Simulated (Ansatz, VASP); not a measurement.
# LiBr: VASP beside Ansatz

```
Li Br
1.0
     0.00000    2.74450    2.74450
     2.74450    0.00000    2.74450
     2.74450    2.74450    0.00000
Li Br
1 1
Direct
  0.00000 0.00000 0.00000
  0.50000 0.50000 0.50000
```

Alike in both runs: task single point; functional PBEsol; k mesh 8 × 8 × 8; occupations fermi-dirac, width 0.03 eV; no spin polarisation.

|  | VASP | Ansatz |
| --- | --- | --- |
| version | VASP 6.6.1 | Ansatz 0.2.0 |
| potentials or method | VASP PAW PBE potentials, release 64 (Li_sv, Br), cutoff 750 eV | all-electron LAPW, scalar-relativistic |

|  | VASP | Ansatz | Ansatz less VASP |
| --- | --- | --- | --- |
| gap on the k mesh at the Fermi level (eV) | 4.80 | 4.79 | -0.003 |
| pressure (GPa) | -1.1 | -1.1 | +0.01 |

VASP's potentials were made for PBE, not for PBEsol. Ansatz ran all-electron here, and VASP with PAW potentials.
